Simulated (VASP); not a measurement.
Input of a VASP 6.6.1 run:

Contents of INCAR:

```
SYSTEM = InAs
ALGO     = Normal         ! electronic algorithm
EDIFF    = 1E-6           ! SCF threshold, eV
ENCUT    = 500            ! plane-wave cutoff, eV
GGA      = PE             ! functional
GGA_COMPAT= .FALSE.      
ISIF     = 2              ! what is computed and relaxed
ISMEAR   = -1             ! smearing method
LASPH    = .TRUE.         ! aspherical terms in the spheres
LCHARG   = .TRUE.         ! write CHGCAR
LORBIT   = 11             ! projections on sites
LORBMOM  = .TRUE.       
LREAL    = .FALSE.        ! projectors in reciprocal space
LSORBIT  = .TRUE.         ! spin-orbit coupling
LVHAR    = .TRUE.       
LWAVE    = .FALSE.        ! write WAVECAR
MAGMOM   = 0 0 0 0 0 0    ! initial moments
NBANDS   = 30             ! bands
NELM     = 200            ! most SCF steps
PREC     = Accurate       ! precision mode
SIGMA    = 0.02           ! smearing width, eV
```

KPOINTS

```
k-points
0
G
  4 4 4
  0 0 0
```

File POSCAR:

```
InAs
1.0
    3.5365410790      0.0000000000      0.0000000000
    0.0000000000      3.5365410790      0.0000000000
    0.0000000000      0.0000000000      3.5365410790
In As
1 1
Direct
    0.0000000000      0.0000000000      0.0000000000
    0.5000000000      0.5000000000      0.5000000000
```

Potentials or basis: VASP PAW PBE potentials, release 64 (In_d, As).

Command:

```console
$ cat potpaw_PBE.64/In_d/POTCAR potpaw_PBE.64/As/POTCAR > POTCAR
$ mpirun -np 1 vasp_ncl > vasp.out
```

Estimate the pressure.

2.6 GPa.

What does it give for the net moment?

0.00 μB per cell.

Moments on the atoms (μB; x, y, z):
```
In  0.00 0.00 0.00
As  0.00 0.00 0.00
```

Caveat: the k points lie up to 0.44 Å⁻¹ apart.
